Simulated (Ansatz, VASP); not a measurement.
# One calculation of BeS, two programs

The input POSCAR:

```
BeS
1.0
    0.0000000000      2.4249991143      2.4249991143
    2.4249991143      0.0000000000      2.4249991143
    2.4249991143      2.4249991143      0.0000000000
Be S
1 1
Direct
    0.0000000000      0.0000000000      0.0000000000
    0.7500000000      0.7500000000      0.7500000000
```

File INCAR.step1:

```
PREC = Accurate
ENCUT = 520
EDIFF = 1E-5
ISMEAR = 0
SIGMA = 0.05
LREAL = False
LASPH = True
NELM = 100
ALGO = Normal
ISIF = 2
LWAVE = True
LCHARG = False
NBANDS = 11
GGA = PE
```

File INCAR.step2:

```
PREC = Accurate
ENCUT = 520
EDIFF = 1E-6
ISMEAR = 0
SIGMA = 0.05
LREAL = False
LASPH = True
NELM = 100
ALGO = Normal
ISIF = 2
LWAVE = False
LCHARG = False
GGA = PE
LHFCALC = True
AEXX = 0.4
PRECFOCK = Normal
NBANDS = 11
ISTART = 1
```

KPOINTS

```
Automatic mesh
0
Gamma
  4 4 4
```

Input for Ansatz:

```yaml
crystal:
  lattice:
    - [0.0, 2.4249991143, 2.4249991143]
    - [2.4249991143, 0.0, 2.4249991143]
    - [2.4249991143, 2.4249991143, 0.0]
  atoms:
    - { symbol: Be, position: [0.0, 0.0, 0.0] }
    - { symbol: S, position: [0.75, 0.75, 0.75] }
basis:
  ecutwfc: 420
  ecutrho_ratio: 4
kpoints:
  mp_grid: { grid: [4, 4, 4] }
hamiltonian:
  xc: { exchange: pbe, correlation: pbe, exx: { coeff: 0.4 } }
scf:
  occupations: { method: gaussian, width: 0.05 }
  n_extra_bands: 9
output:
  forces: true
  stress: true
  eigenvalues: true
  populations: true
  dos: { projected: true, de: 0.02 }
```

Alike in both runs: task single point; functional PBE-based global hybrid; k mesh 4 × 4 × 4; occupations gaussian, width 0.05 eV; no spin polarisation.

|  | VASP | Ansatz |
| --- | --- | --- |
| version | VASP 6.6.1 | Ansatz 0.2.0 |
| potentials or method | VASP PAW PBE potentials, release 64 (Be, S), cutoff 520 eV | scalar-relativistic, plane waves, PAW |
| valence electrons in the cell | 8 | 8 |

```csv
,VASP,Ansatz,Ansatz less VASP
gap on the k mesh at the Fermi level (eV),5.88,5.83,-0.047
least direct gap on the mesh (eV),8.88,8.84,-0.040
pressure (GPa),-0.5,-0.1,+0.38
```

VASP's potentials were made for PBE, not for PBE-based global hybrid. Ansatz's warnings: stress exchange threshold loose, stress scf threshold loose.

The k mesh is coarse, so the values compare programs but aren't converged.
